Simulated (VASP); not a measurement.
Set up this calculation in VASP 6.6.1, as the native input.

- Task: single point
- Functional: PBE
- Potentials or basis: VASP PAW PBE potentials, release 64 (Li_sv)
- Cutoff: 520 eV
- k mesh: 8 × 8 × 8
- Occupations: gaussian, width 0.05 eV
- Spin: no spin polarisation
- Dipole correction: no
- Further INCAR settings: ALGO = Normal; EDIFF = 1e-07; NBANDS = 8

The structure of Li lies in POSCAR:

```
Li
1.0
   -1.7203661194      1.7203661194      1.7203661194
    1.7203661194     -1.7203661194      1.7203661194
    1.7203661194      1.7203661194     -1.7203661194
Li
1
Direct
    0.0000000000      0.0000000000      0.0000000000
```

The input as run:

INCAR

```
PREC = Accurate
ENCUT = 520
EDIFF = 1E-7
ISMEAR = 0
SIGMA = 0.05
LREAL = F
LASPH = T
NELM = 100
ALGO = Normal
ISIF = 2
LWAVE = F
LCHARG = T
GGA = PE
LELF = T
LVHAR = T
NBANDS = 8
```

KPOINTS

```
regular mesh
0
Gamma
  8 8 8
```

Potentials or basis: VASP PAW PBE potentials, release 64 (Li_sv).

Launch:

```sh
$ cat potpaw_PBE.64/Li_sv/POTCAR > POTCAR
$ mpirun -np 1 vasp_std > vasp.out
```

Results of the run:

| Item | Value |
| --- | --- |
| Band gap on the k mesh | zero (an odd number of electrons rules out a gap without spin polarisation) |

Wall time 3.3 s on 1 thread of Intel(R) Xeon(R) Platinum 8259CL CPU @ 2.50GHz (Skylake/Cascade Lake) (shared host), peak memory 0.13 GiB.
